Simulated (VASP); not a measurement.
## Ag2As: relaxation of cell and atoms with PBE

Crystal: Ag2As.

```
Ag As
1.0
     4.83794    0.00000    0.00000
    -2.41897    4.18978    0.00000
     0.00000    0.00000    2.79673
Ag As
2 1
Direct
  0.33333 0.66667 0.50000
  0.66667 0.33333 0.50000
  0.00000 0.00000 0.00000
```

The cell was generated, and may not be a known phase.

- Program: VASP 6.6.1
- Task: relaxation of cell and atoms
- Functional: PBE
- Potentials or basis: VASP PAW PBE potentials, release 64 (Ag, As)
- Cutoff: 600 eV
- k mesh: 12 × 12 × 16
- Occupations: gaussian, width 0.1 eV
- Spin: no spin polarisation
- Dipole correction: no
- Further INCAR settings: ALGO = Normal; EDIFF = 1e-06; IBRION = 2; EDIFFG = -0.01; NSW = 100; ISIF = 3

```json
{
  "Relaxed volume": "18.97 Å³/atom",
  "Relaxed cell": "a = 4.804 Å, b = 4.804 Å, c = 2.848 Å, α = 90.00°, β = 90.00°, γ = 120.00°",
  "Space group after relaxing (to 0.1 Å)": "P6/mmm (No. 191)",
  "Energy gained by relaxing": "3.5 meV/atom",
  "Ionic steps": "5",
  "Pressure after relaxing": "0.0 GPa",
  "Band gap on the k mesh": "zero (an odd number of electrons rules out a gap without spin polarisation)"
}
```

Step by step:
| step | energy change (eV) | largest force (eV/Å) | pressure (GPa) | volume (Å³) |
| --- | --- | --- | --- | --- |
| 1 | 0.0000 | 0.0000 | 0.55 | 56.69 |
| 2 | -0.0095 | 0.0000 | -0.43 | 57.22 |
| 3 | -0.0097 | 0.0000 | -0.52 | 57.28 |
| 4 | -0.0103 | 0.0000 | 0.20 | 56.81 |
| 5 | -0.0104 | 0.0000 | 0.02 | 56.92 |

Final structure:
```
Ag As
1.0
     4.80411    0.00000    0.00000
    -2.40206    4.16049    0.00000
     0.00000    0.00000    2.84801
Ag As
2 1
Direct
  0.33333 0.66667 0.50000
  0.66667 0.33333 0.50000
  0.00000 0.00000 0.00000
```

Levels at points of the mesh, in eV from the Fermi level:
| k point | band 10 | band 11 | band 12 | band 13 | band 14 | band 15 | band 16 | band 17 |
| --- | --- | --- | --- | --- | --- | --- | --- | --- |
| (0.00, 0.00, 0.00) | -3.34 | -3.34 | -2.84 | -0.43 | -0.43 | 2.22 | 2.22 | 4.43 |
| (0.50, 0.00, 0.00) | -3.47 | -3.28 | -3.26 | -3.18 | -0.40 | 4.33 | 5.07 | 7.22 |
| (0.00, 0.00, 0.50) | -4.27 | -2.65 | -2.62 | 0.92 | 0.92 | 1.77 | 3.34 | 6.45 |
| (0.50, 0.00, 0.50) | -3.39 | -2.99 | -2.40 | -1.41 | 1.12 | 1.45 | 3.30 | 3.39 |

It took 7 min on 1 thread of Intel(R) Xeon(R) Platinum 8488C (Sapphire Rapids), with other jobs on the host, peak memory 0.36 GiB.
